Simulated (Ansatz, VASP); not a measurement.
**One calculation of RbZnOs, two programs**

```
CELL_PARAMETERS angstrom
3.92965 0.00000 0.00000
0.00000 3.92965 0.00000
0.00000 0.00000 5.47810
ATOMIC_POSITIONS crystal
Rb 0.50000 0.50000 0.00000
Zn 0.00000 0.00000 0.00000
Os 0.50000 0.50000 0.50000
```

Alike in both runs: task single point; functional PBE; k mesh 4 × 4 × 4; occupations gaussian, width 0.1 eV; no spin polarisation.

|  | VASP | Ansatz |
| --- | --- | --- |
| version | VASP 6.6.1 | Ansatz 0.2.0 |
| potentials or method | VASP PAW PBE potentials, release 64 (Rb_sv, Zn, Os), cutoff 520 eV | scalar-relativistic, plane waves, PAW |
| valence electrons in the cell | 29 | 37 |

```csv
,VASP,Ansatz,Ansatz less VASP
gap on the k mesh at the Fermi level (eV),none,none,-
pressure (GPa),4.5,4.2,-0.27
"traceless stress, the component that is largest in VASP (GPa)",-1.73,-1.85,-0.125
```

A gap of «none» marks a metal or a gap that the smearing closes. The functional is the same, so the differences come from potentials, cutoffs and numerics. VASP's potentials hold 29 valence electrons a cell and Ansatz's 37, so a difference there can come from the potentials and not from the codes.

The k mesh is coarse, so the values compare programs but aren't converged. Neither program's run includes spin-orbit coupling.
